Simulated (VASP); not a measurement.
# AlN in VASP: settings compared

Aim: see how the results for AlN move with the level of theory and the settings. Levels: slater exchange, pbe correlation. Tasks: single point, relaxation of cell and atoms.

Everything below comes from runs of VASP 6.6.1. Logs are shortened: lines on timing, memory, paths and dates and some standing lists are left out, and cuts for length are marked.

**1. The cell of the first run**

The typed cell holds 4 atoms: a = 3.022 Å, b = 3.022 Å, c = 4.789 Å, α = 90.00°, β = 90.00°, γ = 120.00°.

**2. Single point, slater exchange, pbe correlation**

File INCAR:

```
SYSTEM = AlN
  PREC = Accurate
  ENCUT = 600
  EDIFF = 1E-6
  ISMEAR = 1
  SIGMA = 0.1
  LREAL = .False.
  LASPH = .True.
  NELM = 120
  ALGO = Normal
  ISIF = 2
  LWAVE = .False.
  LCHARG = .False.
  GGA = LIBXC
  LIBXC1 = LDA_X
  LIBXC2 = GGA_C_PBE
  ISYM = 0
  NBANDS = 16
  GGA_COMPAT = .False.
```

File KPOINTS:

```
Automatic mesh
0
Gamma
  7 7 4
  0.5 0.5 0.5
```

File POSCAR:

```
AlN
1.0
    3.0215063814      0.0001275998      0.0000000000
   -1.5106426860      2.6167650838      0.0000000000
    0.0000000000      0.0000000000      4.7891493525
Al N
2 2
Direct
    0.3333299480      0.6666700520     -0.0024199749
    0.6666700520      0.3333299480      0.4975800251
    0.3333173841      0.6666826159      0.3824199749
    0.6666826159      0.3333173841      0.8824199749
```

Potentials or basis: VASP PAW PBE potentials, release 64 (Al, N).

On the command line:

```sh
$ cat potpaw_PBE.64/Al/POTCAR potpaw_PBE.64/N/POTCAR > POTCAR
$ mpirun -np 1 vasp_std > vasp.out
```

OUTCAR:

```text
SYSTEM = AlN
   PREC = Accurate
   ENCUT = 600
   EDIFF = 1E-6
   ISMEAR = 1
   LREAL = .False.
   LASPH = .True.
   NELM = 120
   ISIF = 2
   GGA = LIBXC
   ISYM = 0

 ion  position               nearest neighbor table
   1  0.333  0.667  0.998-   4 1.83   4 1.83   4 1.83   3 1.84   2 2.96   2 2.96   2 2.96   2 2.96
                             2 2.96   2 2.96
   2  0.667  0.333  0.498-   3 1.83   3 1.83   3 1.83   4 1.84   1 2.96   1 2.96   1 2.96   1 2.96
                             1 2.96   1 2.96
   3  0.333  0.667  0.382-   2 1.83   2 1.83   2 1.83   1 1.84
   4  0.667  0.333  0.882-   1 1.83   1 1.83   1 1.83   2 1.84

IMPORTANT INFORMATION: All symmetrisations will be switched off!
NOSYMM: (Re-)initialisation of all symmetry stuff for point group C_1.

----------------------------------------------------------------------------------------

                                     Primitive cell

  volume of cell :      37.8667

  direct lattice vectors                    reciprocal lattice vectors
     3.021506381  0.000127600  0.000000000     0.330952676  0.191056982  0.000000000
    -1.510642686  2.616765084  0.000000000    -0.000016138  0.382141915  0.000000000
     0.000000000  0.000000000  4.789149352     0.000000000  0.000000000  0.208805349

  length of vectors
     3.021506384  3.021506384  4.789149352     0.382141916  0.382141916  0.208805349

  position of ions in fractional coordinates (direct lattice)
     0.333329948  0.666670052  0.997580025
     0.666670052  0.333329948  0.497580025
     0.333317384  0.666682616  0.382419975
     0.666682616  0.333317384  0.882419975

  ion indices of the primitive-cell ions
   primitive index   ion index
                 1           1
                 2           2
                 3           3
                 4           4

----------------------------------------------------------------------------------------

 KPOINTS: Automatic mesh

Automatic generation of k-mesh.
 Grid dimensions read from file:
 generate k-points for:    7    7    4

 Generating k-lattice:

  Cartesian coordinates                     Fractional coordinates (reciprocal lattice)
     0.047278954  0.027293855  0.000000000     0.142857143  0.000000000  0.000000000
    -0.000002305  0.054591702  0.000000000     0.000000000  0.142857143  0.000000000
     0.000000000  0.000000000  0.052201337     0.000000000  0.000000000  0.250000000

  Length of vectors
     0.054591702  0.054591702  0.052201337

  Shift w.r.t. Gamma in fractional coordinates (k-lattice)
     0.500000000  0.500000000  0.500000000

 Subroutine IBZKPT returns following result:
 ===========================================

 Found     98 irreducible k-points:

 Following reciprocal coordinates:
            Coordinates               Weight
  0.071429  0.071429  0.125000      2.000000
 -0.071429 -0.071429  0.125000      2.000000
  0.214286  0.071429  0.125000      2.000000
 -0.214286 -0.071429  0.125000      2.000000
  0.071429  0.214286 -0.125000      2.000000
 -0.071429 -0.214286 -0.125000      2.000000
[... 16 lines left out ...]
 -0.071429  0.071429  0.125000      2.000000
  0.071429 -0.071429  0.125000      2.000000
 [... further k-points ...]
   k-points           NKPTS =     98   k-points in BZ     NKDIM =     98   number of bands    NBANDS=     16
   number of dos      NEDOS =    301   number of ions     NIONS =      4
   total plane-waves  NPLWV =  23040
   dimension x,y,z NGX =    24 NGY =   24 NGZ =   40
   dimension x,y,z NGXF=    48 NGYF=   48 NGZF=   80
   ions per type =               2   2
   NGX,Y,Z   is equivalent  to a cutoff of  13.21, 13.21, 13.89 a.u.
   NGXF,Y,Z  is equivalent  to a cutoff of  26.41, 26.41, 27.77 a.u.
 SYSTEM =  AlN
   PREC   = accura    normal or accurate (medium, high low for compatibility)
   ISTART =      0    job   : 0-new  1-cont  2-samecut
   ICHARG =      2    charge: 1-file 2-atom 10-const
   ISPIN  =      1    spin polarized calculation?
   LNONCOLLINEAR =      F non collinear calculations
   LSORBIT =      F    spin-orbit coupling
   LASPH  =      T    aspherical Exc in radial PAW
   ENCUT  =  600.0 eV  44.10 Ry    6.64 a.u.   6.03  6.03  9.57*2*pi/ulx,y,z
   NELM   =    120;   NELMIN=  2; NELMDL= -5     # of ELM steps
   EDIFF  = 0.1E-05   stopping-criterion for ELM
   LREAL  =      F    real-space projection
   EDIFFG = 0.1E-04   stopping-criterion for IOM
   NSW    =      0    number of steps for IOM
   IBRION =     -1    ionic relax: 0-MD 1-quasi-New 2-CG
   NFREE  =      0    steps in history (QN), initial steepest desc. (CG)
   ISIF   =      2    stress and relaxation
   ISYM   =      0    0-nonsym 1-usesym 2-fastsym
   POTIM  = 0.5000    time-step for ionic-motion
   TEBEG  =    0.0;   TEEND  =   0.0 temperature during run
   PSTRESS=    0.0 pullay stress
   NELECT =      16.0000    total number of electrons
   NUPDOWN=      -1.0000    fix difference up-down
   EMIN   =  10.00;   EMAX   =-10.00  energy-range for DOS
   EFERMI =   0.00;   METHOD = LEGACY
   ISMEAR =     1;   SIGMA  =   0.10  broadening in eV -4-tet -1-fermi 0-gaus
   EFERMI_NEDOS =   21; number of points for ismear=-14 and -15
   IALGO  =     38    algorithm
   IMIX   =      4    mixing-type and parameters
     AMIX     =   0.40;   BMIX     =  1.00
     AMIX_MAG =   1.60;   BMIX_MAG =  1.00
  volume/ion in A,a.u.               =       9.47        63.88
  Fermi-wavevector in a.u.,A,eV,Ry     =   1.228464  2.321460 20.532874  1.509124
  Thomas-Fermi vector in A             =   2.363388
   LORBIT       =      0    0 simple, 1 ext, 2 COOP (PROOUT), +10 PAW based schemes
   GGA     = LIBXC    functional components
   LHFCALC =     F    Hartree Fock is set to
   AEXX    =    0.0000 exact exchange contribution
   IVDW    =     0    specifies the selected vdW correction
   LEPSILON=     F    determine dielectric tensor
   LRPA    =     F    only Hartree local field effects (RPA)
 non-spin polarized calculation
 Methfessel and Paxton  Order N= 1 SIGMA  =   0.10
  energy-cutoff  :      600.00
  volume of cell :       37.87
 maximum number of plane-waves:      1279
   NGX = 13   NGY = 13   NGZ = 19

 number of electron      16.0000002 magnetization

 Free energy of the ion-electron system (eV)
  ---------------------------------------------------
  ext. energy  EPLUGINS =         0.00000000
  ---------------------------------------------------
  free energy    TOTEN  =       -35.57318471 eV

  energy without entropy =      -35.57365196  energy(sigma->0) =      -35.57334046

 E-fermi :   6.8171     XC(G=0): -11.9573

 val. band max:        6.7431189610   @ k =  -0.0714   0.0714   0.1250
 cond. band min:      11.6651606955   @ k =   0.5000   0.5000   0.3750
 fundamental gap:      4.9220417345
 Fermi energy:         6.8170867014

 k-point     1 :       0.0714    0.0714    0.1250
  band No.  band energies     occupation
      1      -8.5898      2.00000
      2      -6.2407      2.00000
      3       0.7137      2.00000
      4       5.1127      2.00000
      5       5.3437      2.00000
      6       5.9011      2.00000
[... 8 lines left out ...]
     15      20.0476      0.00000
     16      20.6722      0.00000

 k-point     2 :      -0.0714   -0.0714    0.1250
  band No.  band energies     occupation
      1      -8.5898      2.00000
      2      -6.2407      2.00000
      3       0.7137      2.00000
      4       5.1127      2.00000
      5       5.3437      2.00000
      6       5.9011      2.00000
[... 8 lines left out ...]
     15      20.0476      0.00000
     16      20.6722      0.00000

 k-point     3 :       0.2143    0.0714    0.1250
  band No.  band energies     occupation
      1      -7.8969      2.00000
      2      -5.8768      2.00000
      3       1.3879      2.00000
      4       3.1941      2.00000
      5       3.9488      2.00000
      6       5.1184      2.00000
[... 8 lines left out ...]
     15      19.9705      0.00000
     16      20.8071      0.00000

 k-point     4 :      -0.2143   -0.0714    0.1250
  band No.  band energies     occupation
      1      -7.8969      2.00000
      2      -5.8768      2.00000
      3       1.3879      2.00000
      4       3.1941      2.00000
      5       3.9488      2.00000
      6       5.1184      2.00000
[... 8 lines left out ...]
     15      19.9705      0.00000
     16      20.8071      0.00000

 k-point     5 :       0.0714    0.2143   -0.1250
  band No.  band energies     occupation
      1      -7.8969      2.00000
      2      -5.8768      2.00000
      3       1.3879      2.00000
      4       3.1941      2.00000
      5       3.9488      2.00000
      6       5.1184      2.00000
[... 8 lines left out ...]
     15      19.9705      0.00000
     16      20.8071      0.00000

 k-point     6 :      -0.0714   -0.2143   -0.1250
  band No.  band energies     occupation
      1      -7.8969      2.00000
      2      -5.8768      2.00000
      3       1.3879      2.00000
      4       3.1941      2.00000
      5       3.9488      2.00000
      6       5.1184      2.00000
[... 8 lines left out ...]
     15      19.9705      0.00000
     16      20.8071      0.00000
[... 267 lines left out ...]
 k-point    21 :       0.0714   -0.2143   -0.1250
  band No.  band energies     occupation
      1      -8.3033      2.00000
      2      -6.0775      2.00000
      3       1.0050      2.00000
      4       4.2156      2.00000
      5       4.6475      2.00000
      6       5.5433      2.00000
[... 8 lines left out ...]
     15      19.7377      0.00000
     16      20.4497      0.00000

 k-point    22 :      -0.0714    0.2143   -0.1250
  band No.  band energies     occupation
      1      -8.3033      2.00000
      2      -6.0775      2.00000
      3       1.0050      2.00000
      4       4.2156      2.00000
      5       4.6475      2.00000
      6       5.5433      2.00000
[... 8 lines left out ...]
     15      19.7377      0.00000
     16      20.4497      0.00000

 k-point    23 :      -0.0714    0.0714    0.1250
  band No.  band energies     occupation
      1      -8.7372      2.00000
      2      -6.3303      2.00000
      3       0.5615      2.00000
      4       5.6013      2.00000
      5       5.8342      2.00000
      6       6.1564      2.00000
[... 8 lines left out ...]
     15      20.2205      0.00000
     16      20.3280      0.00000

 k-point    24 :       0.0714   -0.0714    0.1250
  band No.  band energies     occupation
      1      -8.7372      2.00000
      2      -6.3303      2.00000
      3       0.5615      2.00000
      4       5.6013      2.00000
      5       5.8342      2.00000
      6       6.1564      2.00000
[... 8 lines left out ...]
     15      20.2205      0.00000
     16      20.3280      0.00000

 [... further k-points ...]
[... 5 lines left out ...]
  --------------------------------------------------------------------------------------
  -------------------------------------------------------------------------------------
  Total        3.1802943      3.1813400      3.0811600      0.0009077      0.0000001     -0.0000000
  in kB      134.5614547    134.6056991    130.3669828      0.0384069      0.0000052     -0.0000009
  external PRESSURE =     133.1780455 kB  Pullay stress =       0.0000000 kB

 VOLUME and BASIS-vectors are now :
 -----------------------------------------------------------------------------
  energy-cutoff  :      600.00
  volume of cell :       37.87
      direct lattice vectors                 reciprocal lattice vectors
     3.021506381  0.000127600  0.000000000     0.330952676  0.191056982  0.000000000
    -1.510642686  2.616765084  0.000000000    -0.000016138  0.382141915  0.000000000
     0.000000000  0.000000000  4.789149352     0.000000000  0.000000000  0.208805349

 POSITION                                       TOTAL-FORCE (eV/Angst)
 -----------------------------------------------------------------------------------
      0.00006      1.74456      4.77756        -0.000203      0.000117     -0.014698
      1.51081      0.87233      2.38299         0.000203     -0.000118     -0.014689
      0.00000      1.74459      1.83147        -0.000125      0.000070      0.014693
      1.51086      0.87230      4.22604         0.000124     -0.000070      0.014694
 -----------------------------------------------------------------------------------
    total drift:                               -0.000001      0.000001      0.000922

  FREE ENERGIE OF THE ION-ELECTRON SYSTEM (eV)
  ---------------------------------------------------
  free  energy   TOTEN  =       -35.5731847103 eV

  energy  without entropy=      -35.5736519629  energy(sigma->0) =      -35.57334046
```

It took 50 s on 1 thread of AMD EPYC 7R13 (Zen 3), shared host; peak memory 0.17 GiB.

Results:

| Item | Value |
| --- | --- |
| Free energy | -35.5732 eV |
| Pressure | 13.3 GPa |
| Largest force | 0.015 eV/Å |
| Band gap on the k mesh | 4.92 eV (least direct gap 5.42 eV) |

Forces in eV/Å, atoms in the order of the input:
```
Al   0.000  0.000 -0.015
Al   0.000  0.000 -0.015
N    0.000  0.000  0.015
N    0.000  0.000  0.015
```

Stress tensor (GPa, compression positive):
```
13.46  0.00  0.00
 0.00 13.46  0.00
 0.00  0.00 13.04
```

Levels at points of the mesh, in eV from the valence-band top:
| k point | band 6 | band 7 | band 8 | band 9 | band 10 | band 11 |
| --- | --- | --- | --- | --- | --- | --- |
| (0.07, 0.07, 0.12) | -0.84 | -0.24 | 0.00 | 5.84 | 7.98 | 10.04 |

Caveat: the cell stands under pressure; the PAW data sets were made with another functional, which shifts forces and pressure a little; a shifted mesh leaves out Γ, where band edges can lie. A k mesh can miss the band edges.

**3. Single point, slater exchange, pbe correlation**

This run uses another cell than the first one, of 9.86 Å³/atom.

File INCAR:

```
ALGO = Normal
EDIFF = 1E-6
ENCUT = 600
GGA = LIBXC
GGA_COMPAT = False
ISIF = 2
ISMEAR = 1
ISYM = 0
LASPH = True
LCHARG = False
LIBXC1 = LDA_X
LIBXC2 = GGA_C_PBE
LREAL = False
LWAVE = False
NBANDS = 16
NELM = 120
PREC = Accurate
SIGMA = 0.1
```

KPOINTS is that of step 2.

File POSCAR:

```
AlN
1.0
    3.0580660455      0.0001242961      0.0000000000
   -1.5289253791      2.6484250299      0.0000000000
    0.0000000000      0.0000000000      4.8709160440
Al N
2 2
Direct
    0.3333310204      0.6666689796     -0.0016697394
    0.6666689796      0.3333310204      0.4983302606
    0.3333167609      0.6666832391      0.3816697394
    0.6666832391      0.3333167609      0.8816697394
```

Potentials or basis: VASP PAW PBE potentials, release 64 (Al, N).

On the command line:

```sh
$ cat potpaw_PBE.64/Al/POTCAR potpaw_PBE.64/N/POTCAR > POTCAR
$ mpirun -np 1 vasp_std > vasp.out
```

It took 46 s on 1 thread of AMD EPYC 7R13 (Zen 3), shared host; peak memory 0.17 GiB.

It converged, with:

```
Free energy            : -35.6546 eV
Pressure               : 2.9 GPa
Largest force          : 0.013 eV/Å
Band gap on the k mesh : 4.80 eV (least direct gap 5.09 eV)
```

Forces on the atoms (eV/Å):
```
Al  -0.001  0.001 -0.013
Al   0.001 -0.001 -0.013
N    0.000  0.000  0.013
N    0.000  0.000  0.013
```

Stress tensor (GPa, compression positive):
```
3.01 0.01 0.00
0.01 3.02 0.00
0.00 0.00 2.66
```

Levels at points of the mesh, in eV from the valence-band top:
| k point | band 4 | band 5 | band 6 | band 7 | band 8 | band 9 | band 10 | band 11 | band 12 | band 13 |
| --- | --- | --- | --- | --- | --- | --- | --- | --- | --- | --- |
| (0.07, 0.07, 0.12) | -1.55 | -1.33 | -0.79 | -0.19 | -0.01 | 5.52 | 7.68 | 9.77 | 10.02 | 11.82 |

Caveat: the PAW data sets were made with another functional, which shifts forces and pressure a little; a shifted mesh leaves out Γ, where band edges can lie.

**4. Relaxation of cell and atoms, slater exchange, pbe correlation**

This run uses another cell than the first one, of 10.45 Å³/atom.

File INCAR:

```
SYSTEM = AlN
PREC = Accurate ; ENCUT = 600
EDIFF = 1E-7 ; ISMEAR = 1
SIGMA = 0.1 ; LREAL = .FALSE.
LASPH = .TRUE. ; NELM = 120
ALGO = Normal ; ISIF = 3
LWAVE = .FALSE. ; LCHARG = .FALSE.
GGA = LIBXC ; LIBXC1 = LDA_X
LIBXC2 = GGA_C_PBE ; IBRION = 2
NSW = 80 ; EDIFFG = -0.01
ISYM = 0 ; GGA_COMPAT = .FALSE.
NELMIN = 4
```

KPOINTS is that of step 3.

File POSCAR:

```
AlN
1.0
    3.1130000000      0.0000000000      0.0000000000
   -1.5565000000      2.6959370820      0.0000000000
    0.0000000000      0.0000000000      4.9810000000
Al N
2 2
Direct
    0.3333330000      0.6666670000      0.0000000000
    0.6666670000      0.3333330000      0.5000000000
    0.3333330000      0.6666670000      0.3800000000
    0.6666670000      0.3333330000      0.8800000000
```

On the command line:

```sh
$ cat potpaw_PBE.64/Al/POTCAR potpaw_PBE.64/N/POTCAR > POTCAR
$ mpirun -np 1 vasp_std > vasp.out
```

It took 11 min on 1 thread of AMD EPYC 7R13 (Zen 3), shared host; peak memory 0.28 GiB.

Results (log left out):

```yaml
Free_energy: -35.6635 eV
Relaxed_volume: 9.99 Å³/atom
Relaxed_cell: a = 3.072 Å, b = 3.072 Å, c = 4.888 Å, α = 90.00°, β = 90.00°, γ = 120.00°
Space_group_after_relaxing_to_0.1_Å: P6_3mc (No. 186)
Energy_gained_by_relaxing: 14.4 meV/atom
Ionic_steps: 8
Pressure_after_relaxing: 0.0 GPa
Band_gap_on_the_k_mesh: 4.77 eV (least direct gap 4.98 eV)
```

The path:
```
step  energy change (eV)  largest force (eV/Å)  pressure (GPa)  volume (Å³)
   1              0.0000                0.1365           -9.26        41.80
   2              0.0004                0.0674           10.81        38.25
   3             -0.0563                0.0492           -0.05        39.98
   4             -0.0563                0.0470            0.15        39.94
   5             -0.0572                0.0355            0.15        39.93
   6             -0.0576                0.0206            0.16        39.92
   7             -0.0575                0.0295           -0.22        39.98
   8             -0.0576                0.0003            0.01        39.94
```

Final structure:
```
CELL_PARAMETERS angstrom
3.07176 0.00000 0.00000
-1.53588 2.66022 0.00000
0.00000 0.00000 4.88828
ATOMIC_POSITIONS crystal
Al 0.33333 0.66667 0.99818
Al 0.66667 0.33333 0.49818
N 0.33333 0.66667 0.38182
N 0.66667 0.33333 0.88182
```

Levels at points of the mesh, in eV from the valence-band top:
```csv
k point,band 4,band 5,band 6,band 7,band 8,band 9,band 10,band 11,band 12
"(0.07, 0.07, 0.12)",-1.55,-1.33,-0.80,-0.19,-0.01,5.41,7.56,9.69,9.94
```

Caveat: the PAW data sets were made with another functional, which shifts forces and pressure a little; a shifted mesh leaves out Γ, where band edges can lie. A k mesh can miss the band edges.

[end of part 1 of 2]
